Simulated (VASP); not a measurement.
# WS2 (R3m) in VASP: further runs, part 2 of 2

VASP 6.6.1. Earlier steps stand in the parts before.

## 3. Single point, r2SCAN

This run uses another cell than the first one, of 19.14 Å³/atom.

POSCAR

```
WS2
1.0
    1.5911317569      0.9186403482      6.5478540604
   -1.5911317569      0.9186403482      6.5478540604
    0.0000000000     -1.8372806963      6.5478540605
W S
1 2
Direct
    0.0006740937      0.0006740937      0.0006740937
    0.2546440435      0.2546440435      0.2546440435
    0.4133818628      0.4133818628      0.4133818628
```

INCAR.step1

```
  PREC = Accurate
  ENCUT = 550
  ISMEAR = 0
  SIGMA = 0.02
  LREAL = False
  LASPH = True
  NELM = 120
  NBANDS = 20
  GGA = PE
  ALGO = Normal
  EDIFF = 1E-5
  LWAVE = True
  LCHARG = False
  GGA_COMPAT = False
```

INCAR.step2

```
  PREC = Accurate
  ENCUT = 550
  EDIFF = 1E-6
  ISMEAR = 0
  SIGMA = 0.02
  LREAL = False
  LASPH = True
  NELM = 120
  ALGO = Normal
  ISIF = 2
  LWAVE = False
  LCHARG = False
  METAGGA = R2SCAN
  LMIXTAU = True
  NBANDS = 20
  ISTART = 1
  GGA_COMPAT = False
```

KPOINTS

```
regular mesh
0
Gamma
  12 12 12
```

Potentials or basis: VASP PAW PBE potentials, release 64 (W_sv, S).

The run is started by

```sh
$ cat potpaw_PBE.64/W_sv/POTCAR potpaw_PBE.64/S/POTCAR > POTCAR
$ cp INCAR.step1 INCAR
$ mpirun -np 1 vasp_std > vasp.out
$ cp INCAR.step2 INCAR
$ mpirun -np 1 vasp_std > vasp.out
```

OUTCAR:

```text
PREC = Accurate
   ENCUT = 550
   EDIFF = 1E-6
   ISMEAR = 0
   LREAL = False
   LASPH = True
   NELM = 120
   ISIF = 2
   METAGGA = R2SCAN
   ISTART = 1

 ion  position               nearest neighbor table
   1  0.001  0.001  0.001-   2 2.41   2 2.41   2 2.41   3 2.41   3 2.41   3 2.41
   2  0.255  0.255  0.255-   1 2.41   1 2.41   1 2.41
   3  0.413  0.413  0.413-   1 2.41   1 2.41   1 2.41

  LATTYP: Found a trigonal (rhomboedric) cell.
 ALAT       =     6.8007347510
 COS(alpha) =     0.8905210533

  Lattice vectors:

 A1 = (   1.5911317569,   0.9186403482,   6.5478540604)
 A2 = (  -1.5911317569,   0.9186403482,   6.5478540604)
 A3 = (   0.0000000000,  -1.8372806963,   6.5478540605)

Analysis of symmetry for initial positions (statically):
=====================================================================
 Subroutine PRICEL returns:
 Original cell was already a primitive cell.

 Routine SETGRP: Setting up the symmetry group for a
 trigonal (rhombohedral) supercell.

 Subroutine GETGRP returns: Found  6 space group operations
 (whereof  6 operations were pure point group operations)
 out of a pool of 12 trial point group operations.

The static configuration has the point symmetry C_3v.

Analysis of symmetry for dynamics (positions and initial velocities):
=====================================================================
 Subroutine PRICEL returns:
 Original cell was already a primitive cell.

 Routine SETGRP: Setting up the symmetry group for a
 trigonal (rhombohedral) supercell.

 Subroutine GETGRP returns: Found  6 space group operations
 (whereof  6 operations were pure point group operations)
 out of a pool of 12 trial point group operations.

The dynamic configuration has the point symmetry C_3v.

 Subroutine INISYM returns: Found  6 space group operations
 (whereof  6 operations are pure point group operations),
 and found     1 'primitive' translations

----------------------------------------------------------------------------------------

                                     Primitive cell

  volume of cell :      57.4251

  direct lattice vectors                    reciprocal lattice vectors
     1.591131757  0.918640348  6.547854060     0.314241733  0.181427549  0.050907264
    -1.591131757  0.918640348  6.547854060    -0.314241733  0.181427549  0.050907264
     0.000000000 -1.837280696  6.547854060     0.000000000 -0.362855098  0.050907264

  length of vectors
     6.800734751  6.800734751  6.800734751     0.366408749  0.366408749  0.366408749

  position of ions in fractional coordinates (direct lattice)
     0.000674094  0.000674094  0.000674094
     0.254644044  0.254644044  0.254644044
     0.413381863  0.413381863  0.413381863

  ion indices of the primitive-cell ions
   primitive index   ion index
                 1           1
                 2           2
                 3           3

----------------------------------------------------------------------------------------

 KPOINTS: regular mesh

Automatic generation of k-mesh.
 Grid dimensions read from file:
 generate k-points for:   12   12   12

 Generating k-lattice:

  Cartesian coordinates                     Fractional coordinates (reciprocal lattice)
     0.026186811  0.015118962  0.004242272     0.083333333 -0.000000000 -0.000000000
    -0.026186811  0.015118962  0.004242272    -0.000000000  0.083333333 -0.000000000
     0.000000000 -0.030237925  0.004242272    -0.000000000 -0.000000000  0.083333333

  Length of vectors
     0.030534062  0.030534062  0.030534062

  Shift w.r.t. Gamma in fractional coordinates (k-lattice)
     0.000000000  0.000000000  0.000000000

 Subroutine IBZKPT returns following result:
 ===========================================

 Found    189 irreducible k-points:

 Following reciprocal coordinates:
            Coordinates               Weight
  0.000000  0.000000  0.000000      1.000000
  0.083333  0.000000  0.000000      6.000000
  0.166667  0.000000  0.000000      6.000000
  0.250000  0.000000  0.000000      6.000000
  0.333333  0.000000  0.000000      6.000000
  0.416667  0.000000  0.000000      6.000000
[... 16 lines left out ...]
  0.500000  0.166667  0.000000     12.000000
 -0.416667  0.166667  0.000000     12.000000
 [... further k-points ...]
   k-points           NKPTS =    189   k-points in BZ     NKDIM =    189   number of bands    NBANDS=     20
   number of dos      NEDOS =    301   number of ions     NIONS =      3
   total plane-waves  NPLWV = 157464
   dimension x,y,z NGX =    54 NGY =   54 NGZ =   54
   dimension x,y,z NGXF=   108 NGYF=  108 NGZF=  108
   ions per type =               1   2
   NGX,Y,Z   is equivalent  to a cutoff of  13.20, 13.20, 13.20 a.u.
   NGXF,Y,Z  is equivalent  to a cutoff of  26.40, 26.40, 26.40 a.u.
 SYSTEM =  unknown system
   PREC   = accura    normal or accurate (medium, high low for compatibility)
   ISTART =      1    job   : 0-new  1-cont  2-samecut
   ICHARG =      0    charge: 1-file 2-atom 10-const
   ISPIN  =      1    spin polarized calculation?
   LNONCOLLINEAR =      F non collinear calculations
   LSORBIT =      F    spin-orbit coupling
   LASPH  =      T    aspherical Exc in radial PAW
   ENCUT  =  550.0 eV  40.42 Ry    6.36 a.u.  13.00 13.00 13.00*2*pi/ulx,y,z
   NELM   =    120;   NELMIN=  2; NELMDL=  0     # of ELM steps
   EDIFF  = 0.1E-05   stopping-criterion for ELM
   LREAL  =      F    real-space projection
   EDIFFG = 0.1E-04   stopping-criterion for IOM
   NSW    =      0    number of steps for IOM
   IBRION =     -1    ionic relax: 0-MD 1-quasi-New 2-CG
   NFREE  =      0    steps in history (QN), initial steepest desc. (CG)
   ISIF   =      2    stress and relaxation
   ISYM   =      2    0-nonsym 1-usesym 2-fastsym
   POTIM  = 0.5000    time-step for ionic-motion
   TEBEG  =    0.0;   TEEND  =   0.0 temperature during run
   PSTRESS=    0.0 pullay stress
   NELECT =      26.0000    total number of electrons
   NUPDOWN=      -1.0000    fix difference up-down
   EMIN   =  10.00;   EMAX   =-10.00  energy-range for DOS
   EFERMI =   0.00;   METHOD = LEGACY
   ISMEAR =     0;   SIGMA  =   0.02  broadening in eV -4-tet -1-fermi 0-gaus
   EFERMI_NEDOS =   21; number of points for ismear=-14 and -15
   IALGO  =     38    algorithm
   IMIX   =      4    mixing-type and parameters
     AMIX     =   0.40;   BMIX     =  1.00
     AMIX_MAG =   1.60;   BMIX_MAG =  1.00
  volume/ion in A,a.u.               =      19.14       129.17
  Fermi-wavevector in a.u.,A,eV,Ry     =   1.257087  2.375550 21.500846  1.580268
  Thomas-Fermi vector in A             =   2.390763
   LORBIT       =      0    0 simple, 1 ext, 2 COOP (PROOUT), +10 PAW based schemes
   METAGGA = R2SCAN    functional components
   LHFCALC =     F    Hartree Fock is set to
   AEXX    =    0.0000 exact exchange contribution
   IVDW    =     0    specifies the selected vdW correction
   LEPSILON=     F    determine dielectric tensor
   LRPA    =     F    only Hartree local field effects (RPA)
 non-spin polarized calculation
 Gauss-broadening in eV      SIGMA  =   0.02
  energy-cutoff  :      550.00
  volume of cell :       57.43
 maximum number of plane-waves:      1708
 NGX is ok and might be reduce to    54
   NGX = 25   NGY = 25   NGZ = 25

 number of electron      26.0000000 magnetization

 Free energy of the ion-electron system (eV)
  ---------------------------------------------------
  ext. energy  EPLUGINS =         0.00000000
  ---------------------------------------------------
  free energy    TOTEN  =       -70.08109312 eV

  energy without entropy =      -70.08109312  energy(sigma->0) =      -70.08109312

 E-fermi :   6.6059     XC(G=0): -11.1104

 val. band max:        6.2779977263   @ k =   0.5000   0.5000   0.5000
 cond. band min:       7.6642778163   @ k =  -0.1667   0.5000   0.1667
 fundamental gap:      1.3862800900
 Fermi energy:         6.6058984440

 k-point     1 :       0.0000    0.0000    0.0000
  band No.  band energies     occupation
      1     -70.2112      2.00000
      2     -33.7995      2.00000
      3     -33.6453      2.00000
      4     -33.6453      2.00000
      5      -9.7910      2.00000
      6      -7.9026      2.00000
[... 12 lines left out ...]
     19      14.4316      0.00000
     20      15.0496      0.00000
[... 507 lines left out ...]
 k-point    24 :      -0.4167    0.1667    0.0000
  band No.  band energies     occupation
      1     -70.1910      2.00000
      2     -33.9718      2.00000
      3     -33.7850      2.00000
      4     -33.7280      2.00000
      5      -7.4153      2.00000
      6      -7.1675      2.00000
[... 12 lines left out ...]
     19      14.9509      0.00000
     20      15.3789      0.00000

 [... further k-points ...]
[... 5 lines left out ...]
  --------------------------------------------------------------------------------------
  -------------------------------------------------------------------------------------
  Total        0.0797110      0.0797110      0.0552797      0.0000000     -0.0000000      0.0000000
  in kB        2.2239591      2.2239591      1.5423209      0.0000000     -0.0000000      0.0000000
  external PRESSURE =       1.9967463 kB  Pullay stress =       0.0000000 kB

 VOLUME and BASIS-vectors are now :
 -----------------------------------------------------------------------------
  energy-cutoff  :      550.00
  volume of cell :       57.43
      direct lattice vectors                 reciprocal lattice vectors
     1.591131757  0.918640348  6.547854060     0.314241733  0.181427549  0.050907264
    -1.591131757  0.918640348  6.547854060    -0.314241733  0.181427549  0.050907264
     0.000000000 -1.837280696  6.547854060     0.000000000 -0.362855098  0.050907264

 POSITION                                       TOTAL-FORCE (eV/Angst)
 -----------------------------------------------------------------------------------
      0.00000      0.00000      0.01324         0.000000      0.000000      0.000142
      0.00000      0.00000      5.00212         0.000000     -0.000000     -0.020676
      0.00000      0.00000      8.12029         0.000000      0.000000      0.020534
 -----------------------------------------------------------------------------------
    total drift:                                0.000000      0.000000     -0.000045

  FREE ENERGIE OF THE ION-ELECTRON SYSTEM (eV)
  ---------------------------------------------------
  free  energy   TOTEN  =       -70.0810931181 eV

  energy  without entropy=      -70.0810931181  energy(sigma->0) =      -70.08109312
```

Run time: 33 min. Hardware: 1 thread of Intel Xeon 6975P-C (Granite Rapids), shared host; peak memory 0.57 GiB.

Results:

* Free energy: -70.0811 eV
* Pressure: 0.2 GPa
* Largest force: 0.021 eV/Å
* Band gap on the k mesh: 1.39 eV (least direct gap 1.92 eV)

Forces in eV/Å, atoms in the order of the input:
```
W    0.000  0.000  0.000
S    0.000  0.000 -0.021
S    0.000  0.000  0.021
```

Levels at points of the mesh, in eV from the valence-band top:
```csv
k point,band 11,band 12,band 13,band 14,band 15,band 16
"(0.00, 0.00, 0.00)",-2.31,-1.91,-0.91,2.53,2.53,2.74
"(0.50, 0.00, 0.00)",-2.62,-1.92,-1.57,2.49,2.88,4.02
"(0.50, 0.50, 0.00)",-2.98,-2.00,-1.45,2.47,2.98,3.68
"(0.50, 0.50, 0.50)",-2.30,-2.30,0.00,2.57,2.57,2.68
```

Caveat: the PAW data sets were made with another functional, which shifts forces and pressure a little; spin-orbit coupling is left out, which moves the levels of the heavy elements. A k mesh can miss the band edges.

## 4. Single point, r2SCAN

This run uses another cell than the first one, of 19.14 Å³/atom.

POSCAR

```
WS2
1.0
    1.5911317569      0.9186403483      6.5478540604
   -1.5911317569      0.9186403483      6.5478540604
    0.0000000000     -1.8372806962      6.5478540605
W S
1 2
Direct
    0.0006740937      0.0006740937      0.0006740937
    0.2546440435      0.2546440435      0.2546440435
    0.4133818628      0.4133818628      0.4133818628
```

INCAR.step1

```
SYSTEM = WS2
PREC = Accurate
ENCUT = 550
ISMEAR = 0
SIGMA = 0.02
LREAL = .False.
LASPH = .True.
NELM = 120
NBANDS = 20
GGA = PE
ALGO = Normal
EDIFF = 1E-5
LWAVE = .True.
LCHARG = .False.
GGA_COMPAT = .False.
```

INCAR.step2

```
SYSTEM = WS2
PREC = Accurate
ENCUT = 550
EDIFF = 1E-6
ISMEAR = 0
SIGMA = 0.02
LREAL = .False.
LASPH = .True.
NELM = 120
ALGO = Normal
ISIF = 2
LWAVE = .False.
LCHARG = .False.
METAGGA = R2SCAN
LMIXTAU = .True.
NBANDS = 20
ISTART = 1
GGA_COMPAT = .False.
```

KPOINTS

```
regular mesh
0
Gamma
  12 12 12
  0 0 0
```

The run is started by

```sh
$ cat potpaw_PBE.64/W_sv/POTCAR potpaw_PBE.64/S/POTCAR > POTCAR
$ cp INCAR.step1 INCAR
$ mpirun -np 1 vasp_std > vasp.out
$ cp INCAR.step2 INCAR
$ mpirun -np 1 vasp_std > vasp.out
```

Run time: 29 min. Hardware: 1 thread of Intel Xeon 6975P-C (Granite Rapids), shared host; peak memory 0.55 GiB.

Results (log left out):

* Free energy: -70.0811 eV
* Pressure: 0.2 GPa
* Largest force: 0.021 eV/Å
* Band gap on the k mesh: 1.39 eV (least direct gap 1.92 eV)

Forces in eV/Å, atoms in the order of the input:
```
W    0.000  0.000  0.000
S    0.000  0.000 -0.021
S    0.000  0.000  0.021
```

Levels at points of the mesh, in eV from the valence-band top:
| k point | band 10 | band 11 | band 12 | band 13 | band 14 | band 15 | band 16 | band 17 |
| --- | --- | --- | --- | --- | --- | --- | --- | --- |
| (0.00, 0.00, 0.00) | -2.31 | -2.31 | -1.91 | -0.91 | 2.53 | 2.53 | 2.74 | 2.74 |
| (0.50, 0.00, 0.00) | -4.18 | -2.62 | -1.92 | -1.57 | 2.49 | 2.88 | 4.02 | 4.34 |
| (0.50, 0.50, 0.00) | -4.14 | -2.98 | -2.00 | -1.45 | 2.47 | 2.98 | 3.68 | 4.60 |
| (0.50, 0.50, 0.50) | -3.46 | -2.30 | -2.30 | 0.00 | 2.57 | 2.57 | 2.68 | 2.68 |

Caveat: the PAW data sets were made with another functional, which shifts forces and pressure a little; spin-orbit coupling is left out, which moves the levels of the heavy elements.

## 5. Single point, r2SCAN (19.72 Å³/atom)

POSCAR

```
WS2
1.0
    1.5928403026      0.9196267775      6.7298290397
   -1.5928403026      0.9196267775      6.7298290397
    0.0000000000     -1.8392535550      6.7298290397
W S
1 2
Direct
    0.0006759210      0.0006759210      0.0006759210
    0.2568083884      0.2568083884      0.2568083884
    0.4112156905      0.4112156905      0.4112156905
```

INCAR.step1

```
ALGO = Normal ; EDIFF = 1E-5
ENCUT = 550 ; GGA = PE
GGA_COMPAT = F ; ISMEAR = 0
LASPH = T ; LCHARG = F
LREAL = F ; LWAVE = T
NBANDS = 20 ; NELM = 120
PREC = Accurate ; SIGMA = 0.02
```

INCAR.step2

```
ALGO = Normal ; EDIFF = 1E-6
ENCUT = 550 ; GGA_COMPAT = F
ISIF = 2 ; ISMEAR = 0
ISTART = 1 ; LASPH = T
LCHARG = T ; LELF = T
LMIXTAU = T ; LREAL = F
LVHAR = T ; LWAVE = F
METAGGA = R2SCAN ; NBANDS = 20
NELM = 120 ; PREC = Accurate
SIGMA = 0.02
```

KPOINTS

```
k-points
0
Gamma
  12 12 12
```

The run is started by

```sh
$ cat potpaw_PBE.64/W_sv/POTCAR potpaw_PBE.64/S/POTCAR > POTCAR
$ cp INCAR.step1 INCAR
$ mpirun -np 1 vasp_std > vasp.out
$ cp INCAR.step2 INCAR
$ mpirun -np 1 vasp_std > vasp.out
```

It took 27 min on 1 thread of Intel Xeon 6975P-C (Granite Rapids), shared host; peak memory 0.57 GiB.

Results (log left out):

```
Free energy            : -70.0794 eV
Pressure               : -0.2 GPa
Largest force          : 0.020 eV/Å
Band gap on the k mesh : 1.45 eV (least direct gap 1.91 eV)
```

Forces on the atoms (eV/Å):
```
W    0.000  0.000  0.000
S    0.000  0.000 -0.020
S    0.000  0.000  0.020
```

Levels at points of the mesh, in eV from the valence-band top:
| k point | band 10 | band 11 | band 12 | band 13 | band 14 | band 15 | band 16 | band 17 |
| --- | --- | --- | --- | --- | --- | --- | --- | --- |
| (0.00, 0.00, 0.00) | -2.24 | -2.24 | -1.98 | -0.78 | 2.60 | 2.60 | 2.80 | 2.80 |
| (0.50, 0.00, 0.00) | -4.09 | -2.57 | -1.86 | -1.47 | 2.55 | 2.95 | 4.07 | 4.45 |
| (0.50, 0.50, 0.00) | -4.07 | -2.85 | -1.92 | -1.38 | 2.53 | 3.03 | 3.78 | 4.64 |
| (0.50, 0.50, 0.50) | -3.25 | -2.23 | -2.23 | 0.00 | 2.63 | 2.63 | 2.76 | 2.76 |

Caveat: the PAW data sets were made with another functional, which shifts forces and pressure a little; spin-orbit coupling is left out, which moves the levels of the heavy elements. A k mesh can miss the band edges.

## 6. Summary

```csv
cell,cutoff (eV),gap on the mesh (eV),pressure (GPa),largest force (eV/Å)
"a = 6.977 Å, angles 26.4°, 3 atoms, atomic positions A",520,1.45,-0.2,0.02
"a = 6.801 Å, angles 27.1°, 3 atoms, atomic positions B",550,1.39,0.2,0.02
"a = 6.977 Å, angles 26.4°, 3 atoms, atomic positions A",550,1.45,-0.2,0.02
```

Alike in all rows: task single point; level r2SCAN; potentials or basis VASP PAW PBE potentials, release 64 (W_sv, S); no spin polarisation; k mesh 12 × 12 × 12; smearing gaussian 0.02 eV.

Caveats: the PAW data sets were made with another functional, which shifts forces and pressure a little; spin-orbit coupling is left out, which moves the levels of the heavy elements.

Absolute energies hang on the potentials; compare differences alone.
